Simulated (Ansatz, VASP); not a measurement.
## Two plane-wave programs on PbF2

Contents of INCAR:

```
PREC     = Accurate       # precision mode
ENCUT    = 520            # plane-wave cutoff, eV
EDIFF    = 1E-8           # SCF threshold, eV
ISMEAR   = -1             # smearing method
SIGMA    = 0.03           # smearing width, eV
LREAL    = F              # projectors in reciprocal space
LASPH    = T              # aspherical terms in the spheres
NELM     = 80             # most SCF steps
ALGO     = Normal         # electronic algorithm
ISIF     = 2              # what is computed and relaxed
LWAVE    = F              # write WAVECAR
LCHARG   = F              # write CHGCAR
GGA      = CA             # functional
LEFG     = T            
NBANDS   = 21             # bands
```

File KPOINTS:

```
regular mesh
0
Gamma
  7 7 7
```

POSCAR

```
PbF2
1.0
    0.0000000000      3.0292470000      2.9698500000
    3.0292470000      0.0000000000      2.9698500000
    3.0292470000      3.0292470000      0.0000000000
Pb F
1 2
Direct
    0.0000000000      0.0000000000      0.0000000000
    0.2500000000      0.2500000000      0.2500000000
    0.7500000000      0.7500000000      0.7500000000
```

Input for Ansatz:

```yaml
crystal:
  lattice:
    - [0.0, 3.029247, 2.96985]
    - [3.029247, 0.0, 2.96985]
    - [3.029247, 3.029247, 0.0]
  atoms:
    - { symbol: Pb, position: [0.0, 0.0, 0.0] }
    - { symbol: F, position: [0.25, 0.25, 0.25] }
    - { symbol: F, position: [0.75, 0.75, 0.75] }
kpoints:
  mp_grid: { grid: [7, 7, 7] }
scf:
  occupations: { method: fermi_dirac, width: 0.03 }
hamiltonian:
  xc: lda
  pseudopotentials: { kind: paw }
output:
  forces: true
  stress: true
  eigenvalues: true
  efg: { contact_densities: true }
  write_density: true
  write_potential: true
  elf: true
  volumetric_format: npy
```

Change from the starting cell: equal xx and yy strain of +2 %, PAW files.

Alike in both runs: task electric field gradients; functional LDA; k mesh 7 × 7 × 7; occupations fermi-dirac, width 0.03 eV; no spin polarisation.

|  | VASP | Ansatz |
| --- | --- | --- |
| version | VASP 6.6.1 | Ansatz 0.2.0 |
| potentials or method | VASP PAW LDA potentials, release 64 (Pb_d, F) | PAW with Ansatz's default frozen-core files, scalar-relativistic |
| plane-wave cutoff (eV) | 520 | 420 |
| valence electrons in the cell | 28 | 28 |

```tsv
	VASP	Ansatz	Ansatz less VASP
gap on the k mesh at the Fermi level (eV)	4.19	4.22	+0.038
pressure (GPa)	-7.2	-7.2	+0.04
traceless stress, the component that is largest in VASP (GPa)	0.75	0.75	+0.002
size of Vzz on the site where it differs most (V/Å²)	7.1	10.6	+3.49
```

LDA's correlation is that of Perdew and Zunger in VASP and of Perdew and Wang (1992) in Ansatz.

Spin-orbit coupling is off throughout.
